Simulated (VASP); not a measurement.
# SnTe2 (Fm-3m) in VASP: single point with PBE

Aim: the single point of SnTe2 with PBE.

All numbers are computed with VASP 6.6.1; they aren't measurements. Logs are shortened: lines on timing, memory, paths and dates and some standing lists are left out, and cuts for length are marked.

**1. The cell of the first run**

It takes space group Fm-3m (No. 225, cubic). Conventional cell: a = 7.402 Å, b = 7.402 Å, c = 7.402 Å, α = 90.00°, β = 90.00°, γ = 90.00°. Sn (site symmetry m-3m) has 8 Te at 3.21 Å within 4.2 Å. Within 4.2 Å of Te (site symmetry -43m) lie 4 Sn at 3.21 Å and 6 Te at 3.70 Å.

**2. Single point, PBE**

INCAR

```
SYSTEM = SnTe2
PREC     = Accurate       ! precision mode
ENCUT    = 520            ! plane-wave cutoff, eV
EDIFF    = 1E-7           ! SCF threshold, eV
ISMEAR   = -1             ! smearing method
SIGMA    = 0.02           ! smearing width, eV
LREAL    = .False.        ! projectors in reciprocal space
LASPH    = .True.         ! aspherical terms in the spheres
NELM     = 60             ! most SCF steps
ALGO     = Normal         ! electronic algorithm
ISIF     = 2              ! what is computed and relaxed
LWAVE    = .False.        ! write WAVECAR
LCHARG   = .False.        ! write CHGCAR
GGA      = PE             ! functional
NBANDS   = 20             ! bands
```

KPOINTS

```
Automatic mesh
0
Gamma
  4 4 4
  0 0 0
```

POSCAR

```
SnTe2
1.0
    0.0000000000      3.7010376726      3.7010376726
    3.7010376726      0.0000000000      3.7010376726
    3.7010376726      3.7010376726      0.0000000000
Sn Te
1 2
Direct
    0.0000000000      0.0000000000      0.0000000000
    0.2500000000      0.2500000000      0.2500000000
    0.7500000000      0.7500000000      0.7500000000
```

Potentials or basis: VASP PAW PBE potentials, release 64 (Sn_d, Te).

Run with:

```sh
> cat potpaw_PBE.64/Sn_d/POTCAR potpaw_PBE.64/Te/POTCAR > POTCAR
> mpirun -np 1 vasp_std > vasp.out
```

OUTCAR:

```text
SYSTEM = SnTe2
   PREC = Accurate
   ENCUT = 520
   EDIFF = 1E-7
   ISMEAR = -1
   LREAL = .False.
   LASPH = .True.
   NELM = 60
   ISIF = 2
   GGA = PE

 ion  position               nearest neighbor table
   1  0.000  0.000  0.000-   3 3.21   3 3.21   3 3.21   2 3.21   3 3.21   2 3.21   2 3.21   2 3.21

   2  0.250  0.250  0.250-   1 3.21   1 3.21   1 3.21   1 3.21
   3  0.750  0.750  0.750-   1 3.21   1 3.21   1 3.21   1 3.21

  LATTYP: Found a face centered cubic cell.
 ALAT       =     7.4020753452

  Lattice vectors:

 A1 = (   0.0000000000,   3.7010376726,   3.7010376726)
 A2 = (   3.7010376726,   0.0000000000,   3.7010376726)
 A3 = (   3.7010376726,   3.7010376726,   0.0000000000)

Analysis of symmetry for initial positions (statically):
=====================================================================
 Subroutine PRICEL returns:
 Original cell was already a primitive cell.

 Routine SETGRP: Setting up the symmetry group for a
 face centered cubic supercell.

 Subroutine GETGRP returns: Found 48 space group operations
[... 9 lines left out ...]

 Routine SETGRP: Setting up the symmetry group for a
 face centered cubic supercell.

 Subroutine GETGRP returns: Found 48 space group operations
[... 11 lines left out ...]
                                     Primitive cell

  volume of cell :     101.3913

  direct lattice vectors                    reciprocal lattice vectors
     0.000000000  3.701037673  3.701037673    -0.135097247  0.135097247  0.135097247
     3.701037673  0.000000000  3.701037673     0.135097247 -0.135097247  0.135097247
     3.701037673  3.701037673  0.000000000     0.135097247  0.135097247 -0.135097247

  length of vectors
     5.234057671  5.234057671  5.234057671     0.233995295  0.233995295  0.233995295

  position of ions in fractional coordinates (direct lattice)
     0.000000000  0.000000000  0.000000000
     0.250000000  0.250000000  0.250000000
     0.750000000  0.750000000  0.750000000

  ion indices of the primitive-cell ions
   primitive index   ion index
                 1           1
                 2           2
                 3           3

----------------------------------------------------------------------------------------

 KPOINTS: Automatic mesh

Automatic generation of k-mesh.
 Grid dimensions read from file:
 generate k-points for:    4    4    4

 Generating k-lattice:

  Cartesian coordinates                     Fractional coordinates (reciprocal lattice)
    -0.033774312  0.033774312  0.033774312     0.250000000  0.000000000  0.000000000
     0.033774312 -0.033774312  0.033774312     0.000000000  0.250000000  0.000000000
     0.033774312  0.033774312 -0.033774312     0.000000000  0.000000000  0.250000000

  Length of vectors
     0.058498824  0.058498824  0.058498824

  Shift w.r.t. Gamma in fractional coordinates (k-lattice)
     0.000000000  0.000000000  0.000000000

 Subroutine IBZKPT returns following result:
 ===========================================

 Found      8 irreducible k-points:

 Following reciprocal coordinates:
            Coordinates               Weight
  0.000000  0.000000  0.000000      1.000000
  0.250000  0.000000  0.000000      8.000000
  0.500000  0.000000  0.000000      4.000000
  0.250000  0.250000  0.000000      6.000000
  0.500000  0.250000  0.000000     24.000000
 -0.250000  0.250000  0.000000     12.000000
  0.500000  0.500000  0.000000      3.000000
 -0.250000  0.500000  0.250000      6.000000
   k-points           NKPTS =      8   k-points in BZ     NKDIM =      8   number of bands    NBANDS=     20
   number of dos      NEDOS =    301   number of ions     NIONS =      3
   total plane-waves  NPLWV =  64000
   dimension x,y,z NGX =    40 NGY =   40 NGZ =   40
   dimension x,y,z NGXF=    80 NGYF=   80 NGZF=   80
   ions per type =               1   2
   NGX,Y,Z   is equivalent  to a cutoff of  12.70, 12.70, 12.70 a.u.
   NGXF,Y,Z  is equivalent  to a cutoff of  25.41, 25.41, 25.41 a.u.
 SYSTEM =  SnTe2
   PREC   = accura    normal or accurate (medium, high low for compatibility)
   ISTART =      0    job   : 0-new  1-cont  2-samecut
   ICHARG =      2    charge: 1-file 2-atom 10-const
   ISPIN  =      1    spin polarized calculation?
   LNONCOLLINEAR =      F non collinear calculations
   LSORBIT =      F    spin-orbit coupling
   LASPH  =      T    aspherical Exc in radial PAW
   ENCUT  =  520.0 eV  38.22 Ry    6.18 a.u.   9.73  9.73  9.73*2*pi/ulx,y,z
   NELM   =     60;   NELMIN=  2; NELMDL= -5     # of ELM steps
   EDIFF  = 0.1E-06   stopping-criterion for ELM
   LREAL  =      F    real-space projection
   EDIFFG = 0.1E-05   stopping-criterion for IOM
   NSW    =      0    number of steps for IOM
   IBRION =     -1    ionic relax: 0-MD 1-quasi-New 2-CG
   NFREE  =      0    steps in history (QN), initial steepest desc. (CG)
   ISIF   =      2    stress and relaxation
   ISYM   =      2    0-nonsym 1-usesym 2-fastsym
   POTIM  = 0.5000    time-step for ionic-motion
   TEBEG  =    0.0;   TEEND  =   0.0 temperature during run
   PSTRESS=    0.0 pullay stress
   NELECT =      26.0000    total number of electrons
   NUPDOWN=      -1.0000    fix difference up-down
   EMIN   =  10.00;   EMAX   =-10.00  energy-range for DOS
   EFERMI =   0.00;   METHOD = LEGACY
   ISMEAR =    -1;   SIGMA  =   0.02  broadening in eV -4-tet -1-fermi 0-gaus
   EFERMI_NEDOS =   21; number of points for ismear=-14 and -15
   IALGO  =     38    algorithm
   IMIX   =      4    mixing-type and parameters
     AMIX     =   0.40;   BMIX     =  1.00
     AMIX_MAG =   1.60;   BMIX_MAG =  1.00
  volume/ion in A,a.u.               =      33.80       228.07
  Fermi-wavevector in a.u.,A,eV,Ry     =   1.040078  1.965462 14.718260  1.081762
  Thomas-Fermi vector in A             =   2.174637
   LORBIT       =      0    0 simple, 1 ext, 2 COOP (PROOUT), +10 PAW based schemes
   GGA     = PE    functional components
   LHFCALC =     F    Hartree Fock is set to
   AEXX    =    0.0000 exact exchange contribution
   IVDW    =     0    specifies the selected vdW correction
   LEPSILON=     F    determine dielectric tensor
   LRPA    =     F    only Hartree local field effects (RPA)
 non-spin polarized calculation
  energy-cutoff  :      520.00
  volume of cell :      101.39
 maximum number of plane-waves:      2764
 NGX is ok and might be reduce to    40
   NGX = 19   NGY = 19   NGZ = 19

 number of electron      26.0000004 magnetization

 Free energy of the ion-electron system (eV)
  ---------------------------------------------------
  ext. energy  EPLUGINS =         0.00000000
  ---------------------------------------------------
  free energy    TOTEN  =        -9.70876796 eV

  energy without entropy =       -9.70081275  energy(sigma->0) =       -9.70479036

 E-fermi :   5.5021     XC(G=0):  -9.0774

 val. band max:        5.3956195796   @ k =  -0.2500   0.2500   0.0000
 cond. band min:       5.5284902766   @ k =   0.5000   0.2500   0.0000
 fundamental gap:      0.1328706970
 Fermi energy:         5.5020829915

 k-point     1 :       0.0000    0.0000    0.0000
  band No.  band energies     occupation
      1     -15.6931      2.00000
      2     -15.6931      2.00000
      3     -15.6931      2.00000
      4     -15.6812      2.00000
      5     -15.6812      2.00000
      6      -6.8188      2.00000
      7      -3.9917      2.00000
      8       1.1271      2.00000
      9       2.8996      2.00000
     10       2.8996      2.00000
     11       2.8996      2.00000
     12       4.1479      2.00000
     13       4.1479      2.00000
     14       4.1479      2.00000
     15       7.1669      0.00000
     16       7.1669      0.00000
     17       7.1669      0.00000
     18      10.3279      0.00000
     19      10.3279      0.00000
     20      11.2044      0.00000

 k-point     2 :       0.2500    0.0000    0.0000
  band No.  band energies     occupation
      1     -15.6941      2.00000
      2     -15.6923      2.00000
      3     -15.6923      2.00000
      4     -15.6812      2.00000
      5     -15.6812      2.00000
      6      -6.4435      2.00000
      7      -4.3946      2.00000
      8      -0.0711      2.00000
      9       2.7072      2.00000
     10       2.7072      2.00000
     11       2.8355      2.00000
     12       3.9670      2.00000
     13       3.9670      2.00000
     14       5.7434      0.00001
     15       7.6736      0.00000
     16       7.6736      0.00000
     17       7.9649      0.00000
     18      11.7272      0.00000
     19      11.7272      0.00000
     20      12.2756      0.00000

 k-point     3 :       0.5000    0.0000    0.0000
  band No.  band energies     occupation
      1     -15.6952      2.00000
      2     -15.6916      2.00000
      3     -15.6916      2.00000
      4     -15.6811      2.00000
      5     -15.6811      2.00000
      6      -5.5304      2.00000
      7      -5.3629      2.00000
      8      -0.8383      2.00000
      9       2.5994      2.00000
     10       2.5994      2.00000
     11       3.0635      2.00000
     12       3.6722      2.00000
     13       3.6722      2.00000
     14       6.2356      0.00000
     15       8.7771      0.00000
     16       8.7771      0.00000
     17      10.0464      0.00000
     18      11.3666      0.00000
     19      11.9454      0.00000
     20      11.9454      0.00000

 k-point     4 :       0.2500    0.2500    0.0000
  band No.  band energies     occupation
      1     -15.6953      2.00000
      2     -15.6915      2.00000
      3     -15.6915      2.00000
      4     -15.6816      2.00000
      5     -15.6808      2.00000
      6      -6.3406      2.00000
      7      -4.3806      2.00000
      8      -0.5479      2.00000
      9       1.8458      2.00000
     10       1.8458      2.00000
     11       4.3077      2.00000
     12       4.4416      2.00000
     13       5.1976      2.00000
     14       5.1976      2.00000
     15       6.7614      0.00000
     16       8.5460      0.00000
     17       8.5460      0.00000
     18      10.8575      0.00000
     19      12.1999      0.00000
     20      12.7988      0.00000

 k-point     5 :       0.5000    0.2500    0.0000
  band No.  band energies     occupation
      1     -15.6954      2.00000
      2     -15.6918      2.00000
      3     -15.6908      2.00000
      4     -15.6815      2.00000
      5     -15.6808      2.00000
      6      -5.6521      2.00000
      7      -4.9637      2.00000
      8      -1.5653      2.00000
      9       1.7149      2.00000
     10       1.7255      2.00000
     11       3.9756      2.00000
     12       5.0147      2.00000
     13       5.1635      2.00000
     14       5.5285      0.42152
     15       8.6847      0.00000
     16       9.1357      0.00000
     17       9.2314      0.00000
     18      11.3541      0.00000
     19      12.3554      0.00000
     20      13.2034      0.00000

 k-point     6 :      -0.2500    0.2500    0.0000
  band No.  band energies     occupation
      1     -15.6939      2.00000
      2     -15.6928      2.00000
      3     -15.6914      2.00000
      4     -15.6812      2.00000
      5     -15.6811      2.00000
      6      -5.8827      2.00000
      7      -4.8512      2.00000
      8      -1.1961      2.00000
      9       2.0313      2.00000
     10       2.4268      2.00000
     11       3.1384      2.00000
     12       4.0620      2.00000
     13       5.3956      1.99029
     14       5.7723      0.00000
     15       7.9198      0.00000
     16       8.6185      0.00000
     17       9.5972      0.00000
     18      10.6201      0.00000
     19      12.6002      0.00000
     20      13.6582      0.00000

 k-point     7 :       0.5000    0.5000    0.0000
  band No.  band energies     occupation
      1     -15.6977      2.00000
      2     -15.6900      2.00000
      3     -15.6900      2.00000
      4     -15.6820      2.00000
      5     -15.6805      2.00000
      6      -5.6275      2.00000
      7      -4.6982      2.00000
      8      -2.0889      2.00000
      9       1.2681      2.00000
     10       1.2681      2.00000
     11       3.8841      2.00000
     12       6.0056      0.00000
     13       6.0056      0.00000
     14       6.6249      0.00000
     15       7.7033      0.00000
     16       9.7115      0.00000
     17       9.7115      0.00000
     18      11.0192      0.00000
     19      11.8402      0.00000
     20      13.0139      0.00000

 k-point     8 :      -0.2500    0.5000    0.2500
  band No.  band energies     occupation
      1     -15.6938      2.00000
      2     -15.6938      2.00000
      3     -15.6900      2.00000
      4     -15.6816      2.00000
      5     -15.6808      2.00000
      6      -5.2227      2.00000
      7      -5.2227      2.00000
      8      -2.0505      2.00000
      9       0.9602      2.00000
     10       3.0312      2.00000
     11       3.0312      2.00000
     12       4.7309      2.00000
     13       6.2382      0.00000
     14       6.3478      0.00000
     15       8.0039      0.00000
     16       9.2528      0.00000
     17       9.2528      0.00000
     18      12.1828      0.00000
     19      13.0224      0.00000
     20      13.0272      0.00000

------------------------ aborting loop because EDIFF is reached ----------------------------------------

  FORCE on cell =-STRESS in cart. coord.  units (eV):
  Direction    XX          YY          ZZ          XY          YZ          ZX
  --------------------------------------------------------------------------------------
  -------------------------------------------------------------------------------------
  Total        0.5962633      0.5962633      0.5962633      0.0000000      0.0000000     -0.0000000
  in kB        9.4221089      9.4221089      9.4221089      0.0000000      0.0000000     -0.0000000
  external PRESSURE =       9.4221089 kB  Pullay stress =       0.0000000 kB

 VOLUME and BASIS-vectors are now :
 -----------------------------------------------------------------------------
  energy-cutoff  :      520.00
  volume of cell :      101.39
      direct lattice vectors                 reciprocal lattice vectors
     0.000000000  3.701037673  3.701037673    -0.135097247  0.135097247  0.135097247
     3.701037673  0.000000000  3.701037673     0.135097247 -0.135097247  0.135097247
     3.701037673  3.701037673  0.000000000     0.135097247  0.135097247 -0.135097247

 POSITION                                       TOTAL-FORCE (eV/Angst)
 -----------------------------------------------------------------------------------
      0.00000      0.00000      0.00000        -0.000000     -0.000000     -0.000000
      1.85052      1.85052      1.85052        -0.000000     -0.000000     -0.000000
      5.55156      5.55156      5.55156         0.000000      0.000000      0.000000
 -----------------------------------------------------------------------------------
    total drift:                               -0.000000      0.000000      0.000000

  FREE ENERGIE OF THE ION-ELECTRON SYSTEM (eV)
  ---------------------------------------------------
  free  energy   TOTEN  =        -9.7087679637 eV

  energy  without entropy=       -9.7008127512  energy(sigma->0) =       -9.70479036
```

It took 18 s on 1 thread of Intel Xeon Platinum 8375C at 2.90GHz (Ice Lake), shared host; peak memory 0.24 GiB.

What came out:

```
Free energy            : -9.7088 eV
Pressure               : 0.9 GPa
Band gap on the k mesh : zero (band 13 reaches 6.24 eV, above the bottom of band 14 at 4.15 eV)
```

Caveat: the k points lie up to 0.37 Å⁻¹ apart; spin-orbit coupling is left out, which moves the levels of the heavy elements.
